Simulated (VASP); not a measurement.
# BN (P6_3mc) in VASP: notebook

BN is run at these levels: PBE; tasks: single point.

Program: VASP 6.6.1. These are calculated values, not measurements. Logs are shortened: lines on timing, memory, paths and dates and some standing lists are left out, and cuts for length are marked.

## (1) The cell of the first run

Symmetry: P6_3mc, No. 186, hexagonal system. The conventional cell has a = 2.554 Å, b = 2.554 Å, c = 4.227 Å, α = 90.00°, β = 90.00°, γ = 120.00°. Within 2.1 Å of N (site symmetry 3m) lie 4 B at 1.57 to 1.58 Å. Within 2.1 Å of B (site symmetry 3m) lie 4 N at 1.57 to 1.58 Å.

## (2) Single point, PBE

File INCAR:

```
SYSTEM = BN
ALGO = Normal
EDIFF = 1E-7
ENCUT = 520
GGA = PE
ISIF = 2
ISMEAR = 0
LASPH = .True.
LCHARG = .True.
LELF = .True.
LREAL = .False.
LVHAR = .True.
LWAVE = .False.
NBANDS = 16
NELM = 100
PREC = Accurate
SIGMA = 0.013000000000000001
```

File KPOINTS:

```
k-points
0
Gamma
  12 12 6
  0 0 0
```

File POSCAR:

```
BN
1.0
    2.5539396017      0.0000000000      0.0000000000
   -1.2769698009      2.2117765748      0.0000000000
    0.0000000000      0.0000000000      4.2268550000
N B
2 2
Direct
    0.3333333333      0.6666666667      0.1252760000
    0.6666666667      0.3333333333      0.6252760000
    0.3333333333      0.6666666667      0.4997240000
    0.6666666667      0.3333333333      0.9997240000
```

Potentials or basis: VASP PAW PBE potentials, release 64 (N, B).

Started as:

```sh
$ cat potpaw_PBE.64/N/POTCAR potpaw_PBE.64/B/POTCAR > POTCAR
$ mpirun -np 1 vasp_std > vasp.out
```

OUTCAR:

```text
SYSTEM = BN
   EDIFF = 1E-7
   ENCUT = 520
   GGA = PE
   ISIF = 2
   ISMEAR = 0
   LASPH = .True.
   LREAL = .False.
   NELM = 100
   PREC = Accurate

 ion  position               nearest neighbor table
   1  0.333  0.667  0.125-   4 1.57   4 1.57   4 1.57   3 1.58
   2  0.667  0.333  0.625-   3 1.57   3 1.57   3 1.57   4 1.58
   3  0.333  0.667  0.500-   2 1.57   2 1.57   2 1.57   1 1.58
   4  0.667  0.333  1.000-   1 1.57   1 1.57   1 1.57   2 1.58

  LATTYP: Found a hexagonal cell.
 ALAT       =     2.5539396017
 C/A-ratio  =     1.6550332659

  Lattice vectors:

 A1 = (   2.5539396017,   0.0000000000,   0.0000000000)
 A2 = (  -1.2769698009,   2.2117765748,   0.0000000000)
 A3 = (   0.0000000000,   0.0000000000,   4.2268550000)

Analysis of symmetry for initial positions (statically):
=====================================================================
 Subroutine PRICEL returns:
 Original cell was already a primitive cell.

 Routine SETGRP: Setting up the symmetry group for a
 hexagonal supercell.

 Subroutine GETGRP returns: Found 12 space group operations
 (whereof  6 operations were pure point group operations)
 out of a pool of 24 trial point group operations.

The static configuration has the point symmetry C_3v.
 The point group associated with its full space group is C_6v.

Analysis of symmetry for dynamics (positions and initial velocities):
=====================================================================
 Subroutine PRICEL returns:
 Original cell was already a primitive cell.

 Routine SETGRP: Setting up the symmetry group for a
 hexagonal supercell.

 Subroutine GETGRP returns: Found 12 space group operations
 (whereof  6 operations were pure point group operations)
 out of a pool of 24 trial point group operations.

The dynamic configuration has the point symmetry C_3v.
 The point group associated with its full space group is C_6v.

 Subroutine INISYM returns: Found 12 space group operations
 (whereof  6 operations are pure point group operations),
 and found     1 'primitive' translations

----------------------------------------------------------------------------------------

                                     Primitive cell

  volume of cell :      23.8764

  direct lattice vectors                    reciprocal lattice vectors
     2.553939602  0.000000000  0.000000000     0.391551938  0.226062617  0.000000000
    -1.276969801  2.211776575  0.000000000     0.000000000  0.452125233  0.000000000
     0.000000000  0.000000000  4.226855000     0.000000000  0.000000000  0.236582518

  length of vectors
     2.553939602  2.553939602  4.226855000     0.452125233  0.452125233  0.236582518

  position of ions in fractional coordinates (direct lattice)
     0.333333333  0.666666667  0.125276000
     0.666666667  0.333333333  0.625276000
     0.333333333  0.666666667  0.499724000
     0.666666667  0.333333333  0.999724000

  ion indices of the primitive-cell ions
   primitive index   ion index
                 1           1
                 2           2
                 3           3
                 4           4

----------------------------------------------------------------------------------------

 KPOINTS: k-points

Automatic generation of k-mesh.
 Grid dimensions read from file:
 generate k-points for:   12   12    6

 Generating k-lattice:

  Cartesian coordinates                     Fractional coordinates (reciprocal lattice)
     0.032629328  0.018838551  0.000000000     0.083333333  0.000000000  0.000000000
     0.000000000  0.037677103  0.000000000     0.000000000  0.083333333  0.000000000
     0.000000000  0.000000000  0.039430420     0.000000000  0.000000000  0.166666667

  Length of vectors
     0.037677103  0.037677103  0.039430420

  Shift w.r.t. Gamma in fractional coordinates (k-lattice)
     0.000000000  0.000000000  0.000000000

 Subroutine IBZKPT returns following result:
 ===========================================

 Found     76 irreducible k-points:

 Following reciprocal coordinates:
            Coordinates               Weight
  0.000000  0.000000  0.000000      1.000000
  0.083333  0.000000  0.000000      6.000000
  0.166667  0.000000  0.000000      6.000000
  0.250000  0.000000  0.000000      6.000000
  0.333333  0.000000  0.000000      6.000000
  0.416667  0.000000  0.000000      6.000000
[... 16 lines left out ...]
  0.250000  0.000000  0.166667     12.000000
  0.333333  0.000000  0.166667     12.000000
 [... further k-points ...]
   k-points           NKPTS =     76   k-points in BZ     NKDIM =     76   number of bands    NBANDS=     16
   number of dos      NEDOS =    301   number of ions     NIONS =      4
   total plane-waves  NPLWV =  12800
   dimension x,y,z NGX =    20 NGY =   20 NGZ =   32
   dimension x,y,z NGXF=    40 NGYF=   40 NGZF=   64
   ions per type =               2   2
   NGX,Y,Z   is equivalent  to a cutoff of  13.02, 13.02, 12.59 a.u.
   NGXF,Y,Z  is equivalent  to a cutoff of  26.04, 26.04, 25.17 a.u.
 SYSTEM =  BN
   PREC   = accura    normal or accurate (medium, high low for compatibility)
   ISTART =      0    job   : 0-new  1-cont  2-samecut
   ICHARG =      2    charge: 1-file 2-atom 10-const
   ISPIN  =      1    spin polarized calculation?
   LNONCOLLINEAR =      F non collinear calculations
   LSORBIT =      F    spin-orbit coupling
   LASPH  =      T    aspherical Exc in radial PAW
   ENCUT  =  520.0 eV  38.22 Ry    6.18 a.u.   4.75  4.75  7.86*2*pi/ulx,y,z
   NELM   =    100;   NELMIN=  2; NELMDL= -5     # of ELM steps
   EDIFF  = 0.1E-06   stopping-criterion for ELM
   LREAL  =      F    real-space projection
   EDIFFG = 0.1E-05   stopping-criterion for IOM
   NSW    =      0    number of steps for IOM
   IBRION =     -1    ionic relax: 0-MD 1-quasi-New 2-CG
   NFREE  =      0    steps in history (QN), initial steepest desc. (CG)
   ISIF   =      2    stress and relaxation
   ISYM   =      2    0-nonsym 1-usesym 2-fastsym
   POTIM  = 0.5000    time-step for ionic-motion
   TEBEG  =    0.0;   TEEND  =   0.0 temperature during run
   PSTRESS=    0.0 pullay stress
   NELECT =      16.0000    total number of electrons
   NUPDOWN=      -1.0000    fix difference up-down
   EMIN   =  10.00;   EMAX   =-10.00  energy-range for DOS
   EFERMI =   0.00;   METHOD = LEGACY
   ISMEAR =     0;   SIGMA  =   0.01  broadening in eV -4-tet -1-fermi 0-gaus
   EFERMI_NEDOS =   21; number of points for ismear=-14 and -15
   IALGO  =     38    algorithm
   IMIX   =      4    mixing-type and parameters
     AMIX     =   0.40;   BMIX     =  1.00
     AMIX_MAG =   1.60;   BMIX_MAG =  1.00
  volume/ion in A,a.u.               =       5.97        40.28
  Fermi-wavevector in a.u.,A,eV,Ry     =   1.432600  2.707222 27.923836  2.052344
  Thomas-Fermi vector in A             =   2.552210
   LORBIT       =      0    0 simple, 1 ext, 2 COOP (PROOUT), +10 PAW based schemes
   GGA     = PE    functional components
   LHFCALC =     F    Hartree Fock is set to
   AEXX    =    0.0000 exact exchange contribution
   IVDW    =     0    specifies the selected vdW correction
   LEPSILON=     F    determine dielectric tensor
   LRPA    =     F    only Hartree local field effects (RPA)
 non-spin polarized calculation
 Gauss-broadening in eV      SIGMA  =   0.01
  energy-cutoff  :      520.00
  volume of cell :       23.88
 maximum number of plane-waves:       660
 NGX is ok and might be reduce to    20
   NGX =  9   NGY =  9   NGZ = 15

 number of electron      16.0000000 magnetization

 Free energy of the ion-electron system (eV)
  ---------------------------------------------------
  ext. energy  EPLUGINS =         0.00000000
  ---------------------------------------------------
  free energy    TOTEN  =       -34.83269652 eV

  energy without entropy =      -34.83269652  energy(sigma->0) =      -34.83269652

 E-fermi :   7.5221     XC(G=0): -12.7611

 val. band max:        7.4319569741   @ k =   0.0000   0.0000   0.0000
 cond. band min:      12.6287831157   @ k =   0.3333   0.3333   0.0000
 fundamental gap:      5.1968261416
 Fermi energy:         7.5221010925

 k-point     1 :       0.0000    0.0000    0.0000
  band No.  band energies     occupation
      1     -12.8569      2.00000
      2      -8.7569      2.00000
      3      -3.3940      2.00000
      4       5.3332      2.00000
      5       5.3332      2.00000
      6       7.1565      2.00000
[... 8 lines left out ...]
     15      19.2544      0.00000
     16      23.5085      0.00000

 k-point     2 :       0.0833    0.0000    0.0000
  band No.  band energies     occupation
      1     -12.7069      2.00000
      2      -8.6421      2.00000
      3      -3.2451      2.00000
      4       4.6447      2.00000
      5       5.0536      2.00000
      6       6.8581      2.00000
[... 8 lines left out ...]
     15      19.6897      0.00000
     16      23.2861      0.00000

 k-point     3 :       0.1667    0.0000    0.0000
  band No.  band energies     occupation
      1     -12.2617      2.00000
      2      -8.3134      2.00000
      3      -2.8045      2.00000
      4       2.9911      2.00000
      5       4.3971      2.00000
      6       5.4504      2.00000
[... 8 lines left out ...]
     15      20.8221      0.00000
     16      22.6489      0.00000

 k-point     4 :       0.2500    0.0000    0.0000
  band No.  band energies     occupation
      1     -11.5388      2.00000
      2      -7.8332      2.00000
      3      -2.0930      2.00000
      4       1.0342      2.00000
      5       3.6616      2.00000
      6       3.6925      2.00000
[... 8 lines left out ...]
     15      22.2862      0.00000
     16      22.7237      0.00000
[... 324 lines left out ...]
 k-point    22 :       0.1667    0.0000    0.1667
  band No.  band energies     occupation
      1     -12.1002      2.00000
      2      -8.8314      2.00000
      3      -2.0245      2.00000
      4       3.1346      2.00000
      5       4.5271      2.00000
      6       5.0120      2.00000
[... 8 lines left out ...]
     15      20.5114      0.00000
     16      22.6125      0.00000

 k-point    23 :       0.2500    0.0000    0.1667
  band No.  band energies     occupation
      1     -11.3823      2.00000
      2      -8.2931      2.00000
      3      -1.4583      2.00000
      4       1.2515      2.00000
      5       3.2625      2.00000
      6       3.7989      2.00000
[... 8 lines left out ...]
     15      21.9549      0.00000
     16      22.7905      0.00000

 k-point    24 :       0.3333    0.0000    0.1667
  band No.  band energies     occupation
      1     -10.4339      2.00000
      2      -7.7161      2.00000
      3      -1.3115      2.00000
      4       0.1233      2.00000
      5       1.4964      2.00000
      6       3.1842      2.00000
[... 8 lines left out ...]
     15      23.3219      0.00000
     16      23.5733      0.00000

 [... further k-points ...]
[... 5 lines left out ...]
  --------------------------------------------------------------------------------------
  -------------------------------------------------------------------------------------
  Total        0.0673462      0.0673462     -0.0482444     -0.0000000      0.0000000      0.0000000
  in kB        4.5191253      4.5191253     -3.2373374     -0.0000000      0.0000000      0.0000000
  external PRESSURE =       1.9336377 kB  Pullay stress =       0.0000000 kB

 VOLUME and BASIS-vectors are now :
 -----------------------------------------------------------------------------
  energy-cutoff  :      520.00
  volume of cell :       23.88
      direct lattice vectors                 reciprocal lattice vectors
     2.553939602  0.000000000  0.000000000     0.391551938  0.226062617  0.000000000
    -1.276969801  2.211776575  0.000000000     0.000000000  0.452125233  0.000000000
     0.000000000  0.000000000  4.226855000     0.000000000  0.000000000  0.236582518

 POSITION                                       TOTAL-FORCE (eV/Angst)
 -----------------------------------------------------------------------------------
     -0.00000      1.47452      0.52952         0.000000     -0.000000     -0.014264
      1.27697      0.73726      2.64295        -0.000000      0.000000     -0.014264
     -0.00000      1.47452      2.11226         0.000000      0.000000      0.014264
      1.27697      0.73726      4.22569         0.000000     -0.000000      0.014264
 -----------------------------------------------------------------------------------
    total drift:                               -0.000000      0.000000      0.000166

  FREE ENERGIE OF THE ION-ELECTRON SYSTEM (eV)
  ---------------------------------------------------
  free  energy   TOTEN  =       -34.8326965185 eV

  energy  without entropy=      -34.8326965185  energy(sigma->0) =      -34.83269652
```

Wall time 18 s (1 thread of Intel Xeon 6975P-C, shared host); peak memory 0.15 GiB.

Results:

* Free energy: -34.8327 eV
* Pressure: 0.2 GPa
* Largest force: 0.014 eV/Å
* Band gap on the k mesh: 5.20 eV, indirect (least direct gap 8.23 eV)

Forces on the atoms (eV/Å):
```
N    0.000  0.000 -0.014
N    0.000  0.000 -0.014
B    0.000  0.000  0.014
B    0.000  0.000  0.014
```

Stress tensor (GPa, compression positive):
```
 0.45  0.00  0.00
 0.00  0.45  0.00
 0.00  0.00 -0.32
```

A k mesh can miss the band edges. As with any semilocal functional, this PBE gap is likely too small.

## (3) Single point, PBE

File INCAR:

```
SYSTEM = BN
ALGO = Normal
EDIFF = 1E-7
ENCUT = 520
GGA = PE
ISIF = 2
ISMEAR = 0
LASPH = .TRUE.
LCHARG = .FALSE.
LREAL = .FALSE.
LWAVE = .FALSE.
NBANDS = 16
NELM = 100
PREC = Accurate
SIGMA = 0.014
```

File KPOINTS:

```
k-points
0
G
  12 12 6
  0 0 0
```

POSCAR is that of step 2.

Potentials or basis: VASP PAW PBE potentials, release 64 (N, B).

Started as:

```sh
$ cat potpaw_PBE.64/N/POTCAR potpaw_PBE.64/B/POTCAR > POTCAR
$ mpirun -np 1 vasp_std > vasp.out
```

Run time: 20 s. Hardware: 1 thread of Intel Xeon 6975P-C, shared host; peak memory 0.14 GiB.

Results (log left out):

```yaml
Free_energy: -34.8327 eV
Pressure: 0.2 GPa
Largest_force: 0.014 eV/Å
Band_gap_on_the_k_mesh: 5.20 eV, indirect (least direct gap 8.23 eV)
```

Forces in eV/Å, atoms in the order of the input:
```
N    0.000  0.000 -0.014
N    0.000  0.000 -0.014
B    0.000  0.000  0.014
B    0.000  0.000  0.014
```

Stress tensor (GPa, compression positive):
```
 0.45  0.00  0.00
 0.00  0.45  0.00
 0.00  0.00 -0.32
```

Levels at points of the mesh, in eV from the valence-band top:
```tsv
k point	band 4	band 5	band 6	band 7	band 8	band 9	band 10	band 11	band 12	band 13
(0.00, 0.00, 0.00)	-2.10	-2.10	-0.28	0.00	0.00	8.33	8.33	8.53	9.42	10.63
(0.50, 0.00, 0.00)	-7.75	-6.86	-4.93	-4.37	-2.09	6.68	7.93	10.55	11.39	12.79
(0.00, 0.00, 0.50)	-5.68	-1.16	-1.16	-1.16	-1.16	9.41	9.41	9.88	9.88	9.88
(0.50, 0.00, 0.50)	-9.94	-3.73	-3.73	-3.55	-3.55	6.55	6.55	9.97	9.97	14.17
```
